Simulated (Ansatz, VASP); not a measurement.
This is a calculation of WS2 for Ansatz 0.2.0.

The input input.yaml:

```yaml
crystal:
  lattice:
    - [3.18, 0.0, 0.0]
    - [-1.59, 2.753960784, 0.0]
    - [0.0, 0.0, 12.5]
  atoms:
    - { symbol: W, position: [0.6666666667, 0.3333333333, 0.75] }
    - { symbol: W, position: [0.3333333333, 0.6666666667, 0.25] }
    - { symbol: S, position: [0.6666666667, 0.3333333333, 0.375] }
    - { symbol: S, position: [0.3333333333, 0.6666666667, 0.875] }
    - { symbol: S, position: [0.6666666667, 0.3333333333, 0.125] }
    - { symbol: S, position: [0.3333333333, 0.6666666667, 0.625] }
hamiltonian:
  xc: pbe
  pseudopotentials: { kind: paw }
kpoints:
  mp_grid: { grid: [8, 8, 2] }
scf:
  occupations: { method: fermi_dirac, width: 0.05 }
output:
  forces: true
  stress: true
  eigenvalues: true
```

Potentials or basis: Ansatz PAW.

The run is started by

```sh
$ ansatz run input.yaml --threads 2 --pin off --max-ram 5632MiB --backend cpu --events-out ev --progress --plain --runs-dir out
```

**Question.** Set up the same calculation for VASP 6.6.1. Potentials there: VASP PAW PBE potentials, release 64 (W_sv, S).

**Answer.** As run (the cutoff follows the program's own potentials):

Contents of INCAR:

```
SYSTEM = WS2
PREC = Accurate
ENCUT = 520
EDIFF = 1E-6
ISMEAR = -1
SIGMA = 0.05
LREAL = .False.
LASPH = .True.
NELM = 60
ALGO = Normal
ISIF = 2
LWAVE = .False.
LCHARG = .True.
GGA = PE
LELF = .True.
LVHAR = .True.
NBANDS = 35
```

KPOINTS

```
Automatic mesh
0
Gamma
  8 8 2
  0 0 0
```

Contents of POSCAR:

```
WS2
1.0
    3.1800000000      0.0000000000      0.0000000000
   -1.5900000000      2.7539607840      0.0000000000
    0.0000000000      0.0000000000     12.5000000000
W S
2 4
Direct
    0.6666666667      0.3333333333      0.7500000000
    0.3333333333      0.6666666667      0.2500000000
    0.6666666667      0.3333333333      0.3750000000
    0.3333333333      0.6666666667      0.8750000000
    0.6666666667      0.3333333333      0.1250000000
    0.3333333333      0.6666666667      0.6250000000
```

Potentials or basis: VASP PAW PBE potentials, release 64 (W_sv, S).

Command:

```bash
$ cat potpaw_PBE.64/W_sv/POTCAR potpaw_PBE.64/S/POTCAR > POTCAR
$ mpirun -np 1 vasp_std > vasp.out
```

Both were run:

|  | VASP | Ansatz | Ansatz less VASP |
| --- | --- | --- | --- |
| gap on the k mesh at the Fermi level (eV) | 1.20 | 1.19 | -0.015 |
| least direct gap on the mesh (eV) | 2.19 | 2.19 | -0.003 |
| pressure (GPa) | 2.2 | 2.3 | +0.03 |
| traceless stress, the component that is largest in VASP (GPa) | 1.23 | 1.23 | -0.005 |
| rms of the force components (eV/Å) | 0.062 | 0.061 | -0.0012 |

Atom by atom the forces differ by 0.001 eV/Å (rms over components). With one functional, cell and mesh, what is left measures potentials, basis and numerics.

Neither program's run includes spin-orbit coupling.
